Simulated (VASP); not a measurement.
# Se (P3_121) in VASP: further runs

Runs on Se. Level: PBE+D3(BJ). Tasks: single point.

Program: VASP 6.6.1. These are calculated values, not measurements. Logs are shortened: lines on timing, memory, paths and dates and some standing lists are left out, and cuts for length are marked.

## Step 1: The cell of the first run

The structure is trigonal, space group P3_121 (No. 152). The conventional cell has a = 4.214 Å, b = 4.214 Å, c = 4.780 Å, α = 90.00°, β = 90.00°, γ = 120.00°. Se (site symmetry 2) has 6 Se at 2.76 to 2.99 Å within 3.6 Å.

## Step 2: Single point, PBE+D3(BJ) (c/a of the conventional cell at fixed volume 1.1344)

Input file INCAR:

```
PREC = Accurate
ENCUT = 520
EDIFF = 1E-6
ISMEAR = 0
SIGMA = 0.05
LREAL = F
LASPH = T
NELM = 60
ALGO = Normal
ISIF = 2
LWAVE = F
LCHARG = T
GGA = PE
IVDW = 12
LELF = T
LVHAR = T
NBANDS = 16
```

Input file KPOINTS:

```
Automatic mesh
0
Gamma
  9 9 8
```

Input file POSCAR:

```
Se
1.0
    4.2135749463      0.0000000000      0.0000000000
   -2.1067874732      3.6490629443      0.0000000000
    0.0000000000      0.0000000000      4.7798794191
Se
3
Direct
    0.3087981154      0.0000000000      0.3333333333
    0.0000000000      0.3087981154      0.6666666667
    0.6912018846      0.6912018846      0.0000000000
```

Potentials or basis: VASP PAW PBE potentials, release 64 (Se).

Command:

```sh
> cat potpaw_PBE.64/Se/POTCAR > POTCAR
> mpirun -np 1 vasp_std > vasp.out
```

OUTCAR:

```text
PREC = Accurate
   ENCUT = 520
   EDIFF = 1E-6
   ISMEAR = 0
   LREAL = F
   LASPH = T
   NELM = 60
   ISIF = 2
   GGA = PE
   IVDW = 12
 IVDW          = 12

 ion  position               nearest neighbor table
   1  0.309  0.000  0.333-   3 2.76   2 2.76
   2  0.000  0.309  0.667-   3 2.76   1 2.76
   3  0.691  0.691  0.000-   1 2.76   2 2.76

  LATTYP: Found a hexagonal cell.
 ALAT       =     4.2135749463
 C/A-ratio  =     1.1344000000

  Lattice vectors:

 A1 = (   4.2135749463,   0.0000000000,   0.0000000000)
 A2 = (  -2.1067874732,   3.6490629443,   0.0000000000)
 A3 = (   0.0000000000,   0.0000000000,   4.7798794191)

Analysis of symmetry for initial positions (statically):
=====================================================================
 Subroutine PRICEL returns:
 Original cell was already a primitive cell.

 Routine SETGRP: Setting up the symmetry group for a
 hexagonal supercell.

 Subroutine GETGRP returns: Found  6 space group operations
 (whereof  2 operations were pure point group operations)
 out of a pool of 24 trial point group operations.

The static configuration has the point symmetry C_2 .
 The point group associated with its full space group is D_3 .

Analysis of symmetry for dynamics (positions and initial velocities):
=====================================================================
 Subroutine PRICEL returns:
 Original cell was already a primitive cell.

 Routine SETGRP: Setting up the symmetry group for a
 hexagonal supercell.

 Subroutine GETGRP returns: Found  6 space group operations
 (whereof  2 operations were pure point group operations)
 out of a pool of 24 trial point group operations.

The dynamic configuration has the point symmetry C_2 .
 The point group associated with its full space group is D_3 .

 Subroutine INISYM returns: Found  6 space group operations
 (whereof  2 operations are pure point group operations),
 and found     1 'primitive' translations

----------------------------------------------------------------------------------------

                                     Primitive cell

  volume of cell :      73.4935

  direct lattice vectors                    reciprocal lattice vectors
     4.213574946  0.000000000  0.000000000     0.237328163  0.137021479  0.000000000
    -2.106787473  3.649062944  0.000000000     0.000000000  0.274042957  0.000000000
     0.000000000  0.000000000  4.779879419     0.000000000  0.000000000  0.209210298

  length of vectors
     4.213574946  4.213574946  4.779879419     0.274042957  0.274042957  0.209210298

  position of ions in fractional coordinates (direct lattice)
     0.308798115  0.000000000  0.333333333
     0.000000000  0.308798115  0.666666667
     0.691201885  0.691201885  0.000000000

  ion indices of the primitive-cell ions
   primitive index   ion index
                 1           1
                 2           2
                 3           3

----------------------------------------------------------------------------------------

 KPOINTS: Automatic mesh

Automatic generation of k-mesh.
 Grid dimensions read from file:
 generate k-points for:    9    9    8

 Generating k-lattice:

  Cartesian coordinates                     Fractional coordinates (reciprocal lattice)
     0.026369796  0.015224609  0.000000000     0.111111111 -0.000000000  0.000000000
     0.000000000  0.030449217  0.000000000     0.000000000  0.111111111  0.000000000
     0.000000000  0.000000000  0.026151287     0.000000000  0.000000000  0.125000000

  Length of vectors
     0.030449217  0.030449217  0.026151287

  Shift w.r.t. Gamma in fractional coordinates (k-lattice)
     0.000000000  0.000000000  0.000000000

 Subroutine IBZKPT returns following result:
 ===========================================

 Found     81 irreducible k-points:

 Following reciprocal coordinates:
            Coordinates               Weight
  0.000000  0.000000  0.000000      1.000000
  0.111111 -0.000000  0.000000      6.000000
  0.222222 -0.000000  0.000000      6.000000
  0.333333 -0.000000  0.000000      6.000000
  0.444444 -0.000000  0.000000      6.000000
  0.111111  0.111111  0.000000      6.000000
[... 16 lines left out ...]
  0.222222  0.111111  0.125000     12.000000
 -0.111111  0.333333  0.125000     12.000000
 [... further k-points ...]
   k-points           NKPTS =     81   k-points in BZ     NKDIM =     81   number of bands    NBANDS=     16
   number of dos      NEDOS =    301   number of ions     NIONS =      3
   total plane-waves  NPLWV =  36864
   dimension x,y,z NGX =    32 NGY =   32 NGZ =   36
   dimension x,y,z NGXF=    64 NGYF=   64 NGZF=   72
   ions per type =               3
   NGX,Y,Z   is equivalent  to a cutoff of  12.63, 12.63, 12.52 a.u.
   NGXF,Y,Z  is equivalent  to a cutoff of  25.25, 25.25, 25.04 a.u.
 SYSTEM =  unknown system
   PREC   = accura    normal or accurate (medium, high low for compatibility)
   ISTART =      0    job   : 0-new  1-cont  2-samecut
   ICHARG =      2    charge: 1-file 2-atom 10-const
   ISPIN  =      1    spin polarized calculation?
   LNONCOLLINEAR =      F non collinear calculations
   LSORBIT =      F    spin-orbit coupling
   LASPH  =      T    aspherical Exc in radial PAW
   ENCUT  =  520.0 eV  38.22 Ry    6.18 a.u.   7.83  7.83  8.89*2*pi/ulx,y,z
   NELM   =     60;   NELMIN=  2; NELMDL= -5     # of ELM steps
   EDIFF  = 0.1E-05   stopping-criterion for ELM
   LREAL  =      F    real-space projection
   EDIFFG = 0.1E-04   stopping-criterion for IOM
   NSW    =      0    number of steps for IOM
   IBRION =     -1    ionic relax: 0-MD 1-quasi-New 2-CG
   NFREE  =      0    steps in history (QN), initial steepest desc. (CG)
   ISIF   =      2    stress and relaxation
   ISYM   =      2    0-nonsym 1-usesym 2-fastsym
   POTIM  = 0.5000    time-step for ionic-motion
   TEBEG  =    0.0;   TEEND  =   0.0 temperature during run
   PSTRESS=    0.0 pullay stress
   NELECT =      18.0000    total number of electrons
   NUPDOWN=      -1.0000    fix difference up-down
   EMIN   =  10.00;   EMAX   =-10.00  energy-range for DOS
   EFERMI =   0.00;   METHOD = LEGACY
   ISMEAR =     0;   SIGMA  =   0.05  broadening in eV -4-tet -1-fermi 0-gaus
   EFERMI_NEDOS =   21; number of points for ismear=-14 and -15
   IALGO  =     38    algorithm
   IMIX   =      4    mixing-type and parameters
     AMIX     =   0.40;   BMIX     =  1.00
     AMIX_MAG =   1.60;   BMIX_MAG =  1.00
  volume/ion in A,a.u.               =      24.50       165.32
  Fermi-wavevector in a.u.,A,eV,Ry     =   1.024274  1.935597 14.274368  1.049136
  Thomas-Fermi vector in A             =   2.158052
   LORBIT       =      0    0 simple, 1 ext, 2 COOP (PROOUT), +10 PAW based schemes
   GGA     = PE    functional components
   LHFCALC =     F    Hartree Fock is set to
   AEXX    =    0.0000 exact exchange contribution
   IVDW    =    12    specifies the selected vdW correction
   LEPSILON=     F    determine dielectric tensor
   LRPA    =     F    only Hartree local field effects (RPA)
 non-spin polarized calculation
 Gauss-broadening in eV      SIGMA  =   0.05
  energy-cutoff  :      520.00
  volume of cell :       73.49
 maximum number of plane-waves:      2001
   NGX = 15   NGY = 15   NGZ = 17

 number of electron      17.9999998 magnetization

 Free energy of the ion-electron system (eV)
  ---------------------------------------------------
  ext. energy  EPLUGINS =         0.00000000
  ---------------------------------------------------
  free energy    TOTEN  =        -9.94752736 eV

  energy without entropy =       -9.94554492  energy(sigma->0) =       -9.94653614

 E-fermi :   3.7763     XC(G=0):  -9.5505

 val. band max:        3.7560486742   @ k =   0.3333   0.3333   0.5000
 cond. band min:       3.7874893121   @ k =   0.1111   0.1111   0.3750
 fundamental gap:      0.0314406379
 Fermi energy:         3.7763194278

 k-point     1 :       0.0000    0.0000    0.0000
  band No.  band energies     occupation
      1     -11.6455      2.00000
      2      -7.9093      2.00000
      3      -7.9093      2.00000
      4       0.3421      2.00000
      5       0.7795      2.00000
      6       0.7795      2.00000
[... 8 lines left out ...]
     15      11.1759      0.00000
     16      11.6665      0.00000

 k-point     2 :       0.1111   -0.0000    0.0000
  band No.  band energies     occupation
      1     -11.5467      2.00000
      2      -7.9793      2.00000
      3      -7.9350      2.00000
      4      -0.3057      2.00000
      5       0.1836      2.00000
      6       0.4164      2.00000
[... 8 lines left out ...]
     15      11.5494      0.00000
     16      11.6992      0.00000

 k-point     3 :       0.2222   -0.0000    0.0000
  band No.  band energies     occupation
      1     -11.2565      2.00000
      2      -8.2415      2.00000
      3      -7.9839      2.00000
      4      -0.9532      2.00000
      5      -0.3682      2.00000
      6      -0.0350      2.00000
[... 8 lines left out ...]
     15      11.6993      0.00000
     16      12.4992      0.00000

 k-point     4 :       0.3333   -0.0000    0.0000
  band No.  band energies     occupation
      1     -10.7986      2.00000
      2      -8.7299      2.00000
      3      -8.0249      2.00000
      4      -1.0507      2.00000
      5      -0.7604      2.00000
      6      -0.3429      2.00000
[... 8 lines left out ...]
     15      12.3251      0.00000
     16      13.4381      0.00000
[... 324 lines left out ...]
 k-point    22 :       0.1111    0.1111    0.1250
  band No.  band energies     occupation
      1     -11.2839      2.00000
      2      -8.6225      2.00000
      3      -7.5745      2.00000
      4      -0.7852      2.00000
      5      -0.3455      2.00000
      6       0.5696      2.00000
[... 8 lines left out ...]
     15      11.8032      0.00000
     16      12.1920      0.00000

 k-point    23 :       0.2222    0.1111    0.1250
  band No.  band energies     occupation
      1     -10.9212      2.00000
      2      -8.5995      2.00000
      3      -8.0532      2.00000
      4      -1.0761      2.00000
      5      -0.4026      2.00000
      6       0.4681      2.00000
[... 8 lines left out ...]
     15      12.3416      0.00000
     16      12.3942      0.00000

 k-point    24 :      -0.1111    0.3333    0.1250
  band No.  band energies     occupation
      1     -10.9080      2.00000
      2      -8.7965      2.00000
      3      -7.8119      2.00000
      4      -1.4638      2.00000
      5      -0.5254      2.00000
      6       0.0364      2.00000
[... 8 lines left out ...]
     15      13.1240      0.00000
     16      13.5325      0.00000

 [... further k-points ...]

------------------------ aborting loop because EDIFF is reached ----------------------------------------

 Edisp (eV)   -1.07012

 E8    (eV) :    -0.4421

  FORCE on cell =-STRESS in cart. coord.  units (eV):
  Direction    XX          YY          ZZ          XY          YZ          ZX
  --------------------------------------------------------------------------------------
  -------------------------------------------------------------------------------------
  Total      -3.25694    -3.25694    -2.38871     0.00000     0.00000     0.00000
  in kB     -71.00214   -71.00214   -52.07441     0.00000     0.00000     0.00000
  external pressure =      -64.69 kB  Pullay stress =        0.00 kB

 VOLUME and BASIS-vectors are now :
 -----------------------------------------------------------------------------
  energy-cutoff  :      520.00
  volume of cell :       73.49
      direct lattice vectors                 reciprocal lattice vectors
     4.213574946  0.000000000  0.000000000     0.237328163  0.137021479  0.000000000
    -2.106787473  3.649062944  0.000000000     0.000000000  0.274042957  0.000000000
     0.000000000  0.000000000  4.779879419     0.000000000  0.000000000  0.209210298

 POSITION                                       TOTAL-FORCE (eV/Angst)
 -----------------------------------------------------------------------------------
      1.30114      0.00000      1.59329        -0.410247      0.000000     -0.000000
     -0.65057      1.12682      3.18659         0.205123     -0.355284      0.000000
      1.45622      2.52224      0.00000         0.205123      0.355284      0.000000
 -----------------------------------------------------------------------------------
    total drift:                               -0.000000     -0.000000     -0.000000

  FREE ENERGIE OF THE ION-ELECTRON SYSTEM (eV)
  ---------------------------------------------------
  free  energy   TOTEN  =       -11.0176483353 eV

  energy  without entropy=      -11.0156658975  energy(sigma->0) =      -11.01665712
```

It took 44 s on 1 thread of AMD EPYC 9R45 (Zen 5), shared host; peak memory 0.2 GiB.

What came out:

```
Free energy                : -11.0176 eV
Pressure                   : -6.5 GPa
Largest force              : 0.410 eV/Å
Band gap on the k mesh     : zero (band 9 reaches 4.39 eV, above the bottom of band 10 at 3.06 eV)
Dispersion energy per atom : -0.357 eV
```

Forces in eV/Å, atoms in the order of the input:
```
Se  -0.410  0.000  0.000
Se   0.205 -0.355  0.000
Se   0.205  0.355  0.000
```

Caveat: pairwise dispersion overbinds metals, which lowers pressure and volume.

## Step 3: Single point, PBE+D3(BJ) (c/a of the conventional cell at fixed volume 1.2605)

Input file INCAR:

```
  PREC = Accurate
  ENCUT = 520
  EDIFF = 1E-7
  ISMEAR = 0
  SIGMA = 0.05
  LREAL = F
  LASPH = T
  NELM = 100
  ALGO = Normal
  ISIF = 2
  LWAVE = F
  LCHARG = F
  GGA = PE
  IVDW = 12
  NBANDS = 16
```

Input file KPOINTS:

```
regular mesh
0
Gamma
  9 9 8
```

Input file POSCAR:

```
Se
1.0
    4.0681465756      0.0000000000      0.0000000000
   -2.0340732878      3.5231182808      0.0000000000
    0.0000000000      0.0000000000      5.1277306289
Se
3
Direct
    0.2780715923      0.0000000000      0.3333333333
    0.0000000000      0.2780715923      0.6666666667
    0.7219284077      0.7219284077      0.0000000000
```

Potentials or basis: VASP PAW PBE potentials, release 64 (Se).

Command:

```sh
> cat potpaw_PBE.64/Se/POTCAR > POTCAR
> mpirun -np 1 vasp_std > vasp.out
```

It took 46 s on 1 thread of AMD EPYC 9R45 (Zen 5), shared host; peak memory 0.2 GiB.

Results (log left out):

```
Free energy                : -11.3223 eV
Pressure                   : -4.3 GPa
Largest force              : 0.752 eV/Å
Band gap on the k mesh     : 0.13 eV, indirect (least direct gap 0.46 eV)
Dispersion energy per atom : -0.357 eV
```

Forces on the atoms (eV/Å):
```
Se  -0.752  0.000  0.000
Se   0.376 -0.651  0.000
Se   0.376  0.651  0.000
```

Stress tensor (GPa, compression positive):
```
-4.45  0.00  0.00
 0.00 -4.45  0.00
 0.00  0.00 -3.99
```

Levels at points of the mesh, in eV from the valence-band top:
```tsv
k point	band 7	band 8	band 9	band 10	band 11	band 12
(0.00, 0.00, 0.00)	-2.02	-2.02	-1.19	1.15	1.15	1.50
(0.00, 0.00, 0.50)	-1.42	-1.26	-1.26	0.13	0.13	0.39
```

## Step 4: Single point, PBE+D3(BJ) (c/a of the conventional cell at fixed volume 1.3865)

Input file INCAR:

```
ALGO = Normal
EDIFF = 1E-6
ENCUT = 520
GGA = PE
ISIF = 2
ISMEAR = 0
IVDW = 12
LASPH = T
LCHARG = F
LREAL = F
LWAVE = F
NBANDS = 16
NELM = 80
PREC = Accurate
SIGMA = 0.05
```

Input file KPOINTS:

```
k-points
0
Gamma
  9 9 8
```

Input file POSCAR:

```
Se
1.0
    3.9409371099      0.0000000000      0.0000000000
   -1.9704685549      3.4129516519      0.0000000000
    0.0000000000      0.0000000000      5.4641093028
Se
3
Direct
    0.2473450691      0.0000000000      0.3333333333
    0.0000000000      0.2473450691      0.6666666667
    0.7526549309      0.7526549309      0.0000000000
```

Command:

```sh
> cat potpaw_PBE.64/Se/POTCAR > POTCAR
> mpirun -np 1 vasp_std > vasp.out
```

Run time: 40 s. Hardware: 1 thread of AMD EPYC 9R45 (Zen 5), shared host; peak memory 0.2 GiB.

It converged, with:

- Free energy: -11.4260 eV
- Pressure: -2.0 GPa
- Largest force: 0.062 eV/Å
- Band gap on the k mesh: zero (filled and empty bands touch)
- Dispersion energy per atom: -0.357 eV

Forces on the atoms (eV/Å):
```
Se  -0.062  0.000  0.000
Se   0.031 -0.053  0.000
Se   0.031  0.053  0.000
```

Stress tensor (GPa, compression positive):
```
-0.42  0.00  0.00
 0.00 -0.42  0.00
 0.00  0.00 -5.16
```

Levels at points of the mesh, in eV from the Fermi level:
```
           k point  band 6  band 7  band 8  band 9  band 10  band 11  band 12  band 13
(0.00, 0.00, 0.00)   -3.03   -1.45   -1.45   -0.26     1.31     1.31     2.50     6.41
(0.00, 0.00, 0.50)   -2.57   -1.23   -0.88   -0.88     0.92     1.32     1.32     5.55
```

Caveat: pairwise dispersion overbinds metals, which lowers pressure and volume.

## Step 5: Single point, PBE+D3(BJ) (c/a of the conventional cell at fixed volume 1.5126)

Input file INCAR:

```
SYSTEM = Se
ALGO = Normal
EDIFF = 1E-6
ENCUT = 520
GGA = PE
ISIF = 2
ISMEAR = 0
IVDW = 12
LASPH = .TRUE.
LCHARG = .FALSE.
LREAL = .FALSE.
LWAVE = .FALSE.
NBANDS = 16
NELM = 80
PREC = Accurate
SIGMA = 0.05
```

Input file KPOINTS:

```
k-points
0
G
  9 9 8
  0 0 0
```

Input file POSCAR:

```
Se
1.0
    3.8282306585      0.0000000000      0.0000000000
   -1.9141153292      3.3153450018      0.0000000000
    0.0000000000      0.0000000000      5.7905816940
Se
3
Direct
    0.3087981154      0.0000000000      0.3333333333
    0.0000000000      0.3087981154      0.6666666667
    0.6912018846      0.6912018846      0.0000000000
```

Command:

```sh
> cat potpaw_PBE.64/Se/POTCAR > POTCAR
> mpirun -np 1 vasp_std > vasp.out
```

Run time: 41 s. Hardware: 1 thread of AMD EPYC 9R45 (Zen 5), shared host; peak memory 0.2 GiB.

The run converged. Its results:

```
Free energy                : -10.8571 eV
Pressure                   : -7.8 GPa
Largest force              : 0.541 eV/Å
Band gap on the k mesh     : zero (band 9 reaches 3.56 eV, above the bottom of band 10 at 3.42 eV)
Dispersion energy per atom : -0.357 eV
```

Forces in eV/Å, atoms in the order of the input:
```
Se  -0.541  0.000  0.000
Se   0.271 -0.469  0.000
Se   0.271  0.469  0.000
```

Stress tensor (GPa, compression positive):
```
 -4.99   0.00   0.00
  0.00  -4.99   0.00
  0.00   0.00 -13.46
```

Levels at points of the mesh, in eV from the Fermi level:
| k point | band 7 | band 8 | band 9 | band 10 | band 11 | band 12 |
| --- | --- | --- | --- | --- | --- | --- |
| (0.00, 0.00, 0.00) | -1.44 | -1.44 | -1.03 | 1.22 | 1.22 | 2.24 |
| (0.00, 0.00, 0.50) | -0.45 | -0.15 | -0.15 | 0.33 | 0.48 | 0.48 |

Caveat: pairwise dispersion overbinds metals, which lowers pressure and volume.

## Step 6: Summary

```tsv
cell	gap on the mesh (eV)	pressure (GPa)	largest force (eV/Å)
a = 4.214, b = 4.214, c = 4.780 Å, angles 90.0, 90.0, 120.0°, 3 atoms	none	-6.5	0.41
a = 4.068, b = 4.068, c = 5.128 Å, angles 90.0, 90.0, 120.0°, 3 atoms	0.13	-4.3	0.75
a = 3.941, b = 3.941, c = 5.464 Å, angles 90.0, 90.0, 120.0°, 3 atoms	none	-2.0	0.06
a = 3.828, b = 3.828, c = 5.791 Å, angles 90.0, 90.0, 120.0°, 3 atoms	none	-7.8	0.54
```

Alike in all rows: task single point; level PBE+D3(BJ); potentials or basis VASP PAW PBE potentials, release 64 (Se); no spin polarisation; k mesh 9 × 9 × 8; cutoff (eV) 520; smearing gaussian 0.05 eV.

Caveats: pairwise dispersion overbinds metals, which lowers pressure and volume (some runs).

Absolute energies hang on the potentials; compare differences alone.
